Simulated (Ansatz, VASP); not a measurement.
# Sn5P2S2: VASP beside Ansatz

```
CELL_PARAMETERS angstrom
5.27188 0.00000 0.00000
-2.63594 4.56558 0.00000
0.00000 0.00000 8.83275
ATOMIC_POSITIONS crystal
Sn 0.33333 0.66667 0.31312
Sn 0.33333 0.66667 0.68688
Sn 0.66667 0.33333 0.68688
Sn 0.66667 0.33333 0.31312
Sn 0.00000 0.00000 0.00000
P 0.33333 0.66667 0.00000
P 0.66667 0.33333 0.00000
S 0.00000 0.00000 0.30119
S 0.00000 0.00000 0.69881
```

Alike in both runs: functional PBE; k mesh 12 × 12 × 4; occupations gaussian, width 0.1 eV; no spin polarisation.

Ansatz relaxed the structure, and its values are those at the end. VASP's run is a single point on that final structure, the one shown.

|  | VASP | Ansatz |
| --- | --- | --- |
| version | VASP 6.6.1 | Ansatz 0.2.0 |
| potentials or method | VASP PAW PBE potentials, release 64 (Sn_d, P, S), cutoff 500 eV | scalar-relativistic, plane waves, PAW |
| valence electrons in the cell | 92 | 92 |

```tsv
	VASP	Ansatz	Ansatz less VASP
gap on the k mesh at the Fermi level (eV)	none	none	-
pressure (GPa)	-0.1	0.0	+0.06
```

A gap of «none» marks a metal or a gap that the smearing closes.
